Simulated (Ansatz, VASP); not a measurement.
## CdS in VASP and in Ansatz

```
CELL_PARAMETERS angstrom
4.16471 0.00000 0.00000
-2.08235 3.60674 0.00000
0.00000 0.00000 6.76789
ATOMIC_POSITIONS crystal
Cd 0.33333 0.66667 0.98159
Cd 0.66667 0.33333 0.48159
S 0.33333 0.66667 0.39541
S 0.66667 0.33333 0.89541
```

Change from the starting cell: polar distortion scaled by 0.70.

Alike in both runs: task single point; functional r2SCAN; k mesh 9 × 9 × 4; no spin polarisation.

|  | VASP | Ansatz |
| --- | --- | --- |
| version | VASP 6.6.1 | Ansatz 0.2.0 |
| potentials or method | VASP PAW PBE potentials, release 64 (Cd, S), cutoff 520 eV | scalar-relativistic, plane waves, PAW |
| occupations | gaussian, width 0.01 eV | fixed |
| valence electrons in the cell | 36 | 52 |

```csv
,VASP,Ansatz,Ansatz less VASP
gap on the k mesh at the Fermi level (eV),1.73,1.73,0.000
least direct gap on the mesh (eV),1.73,1.73,0.000
pressure (GPa),1.3,1.0,-0.30
"traceless stress, the component that is largest in VASP (GPa)",-4.01,-3.87,+0.138
rms of the force components (eV/Å),0.365,0.356,-0.0090
```

VASP's potentials were made for PBE, not for r2SCAN. Atom by atom the forces differ by 0.009 eV/Å (rms over components). VASP's potentials hold 36 valence electrons a cell and Ansatz's 52, so a difference there can come from the potentials and not from the codes.
